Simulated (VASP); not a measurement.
## BaO: G0W0 quasiparticle levels with PBEsol

The system is BaO.

```
Ba O
1.0
     0.00000    2.71761    2.71761
     2.71761    0.00000    2.71761
     2.71761    2.71761    0.00000
Ba O
1 1
Direct
  0.00000 0.00000 0.00000
  0.50000 0.50000 0.50000
```

- Program: VASP 6.6.1
- Task: G0W0 quasiparticle levels
- Functional: PBEsol
- Potentials or basis: VASP PAW PBE potentials, release 64 (Ba_sv_GW, O_GW)
- Cutoff: 500 eV
- k mesh: 4 × 4 × 4
- Occupations: gaussian, width 0.01 eV
- Spin: no spin polarisation
- Dipole correction: no
- GW scheme: G0W0
- GW iterations: 1
- Cutoff of the response function: 180
- Frequency points: 96
- Empty bands: 220
- Further INCAR settings: ALGO = EVGW0; EDIFF = 1e-08; NBANDS = 228

```
Quasiparticle gap                                   : 3.05 eV
Least direct quasiparticle gap                      : 3.05 eV
Band gap of the starting levels on the mesh         : 1.71 eV
Least direct gap of the starting levels on the mesh : 1.71 eV
```

Wall time 4.1 min on 1 thread of Intel(R) Xeon(R) 6975P-C (Granite Rapids), on a shared host, peak memory 0.58 GiB.

Caveat: the k points lie up to 0.50 Å⁻¹ apart; bands, screening cutoff and mesh are small and nothing is extrapolated, so the quasiparticle values aren't converged; spin-orbit coupling is left out, which moves the levels of the heavy elements.
